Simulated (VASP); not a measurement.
Here is a VASP 6.6.1 calculation.

The input INCAR:

```
SYSTEM = HfC
ALGO     = Normal         ! electronic algorithm
EDIFF    = 1E-6           ! SCF threshold, eV
ENCUT    = 520            ! plane-wave cutoff, eV
GGA      = PS             ! functional
ISIF     = 2              ! what is computed and relaxed
ISMEAR   = 1              ! smearing method
LASPH    = .TRUE.         ! aspherical terms in the spheres
LCHARG   = .FALSE.        ! write CHGCAR
LREAL    = .FALSE.        ! projectors in reciprocal space
LWAVE    = .FALSE.        ! write WAVECAR
NBANDS   = 22             ! bands
NELM     = 100            ! most SCF steps
PREC     = Accurate       ! precision mode
SIGMA    = 0.05           ! smearing width, eV
```

KPOINTS

```
k-points
0
G
  8 8 4
  0 0 0
```

POSCAR

```
HfC
1.0
    3.2902827363      0.0000000000      0.0000000000
   -1.6451413681      2.8494684352      0.0000000000
    0.0000000000      0.0000000000      5.2050811179
Hf C
2 2
Direct
    0.6666666668      0.3333333332      0.7500000000
    0.3333333332      0.6666666668      0.2500000000
    0.0000000000      0.0000000000      0.0000000000
    0.0000000000      0.0000000000      0.5000000000
```

Potentials or basis: VASP PAW PBE potentials, release 64 (Hf_pv, C).

Run with:

```console
$ cat potpaw_PBE.64/Hf_pv/POTCAR potpaw_PBE.64/C/POTCAR > POTCAR
$ mpirun -np 1 vasp_std > vasp.out
```

Problem. Predict the band gap on the k mesh.

Solution. Zero (band 14 reaches 7.44 eV, above the bottom of band 15 at 6.52 eV).

Problem. Estimate the pressure.

Solution. -0.4 GPa.

Stress tensor (GPa, compression positive):
```
-0.40  0.00  0.00
 0.00 -0.40  0.00
 0.00  0.00 -0.48
```

Caveat: the PAW data sets were made with another functional, which shifts forces and pressure a little; spin-orbit coupling is left out, which moves the levels of the heavy elements.
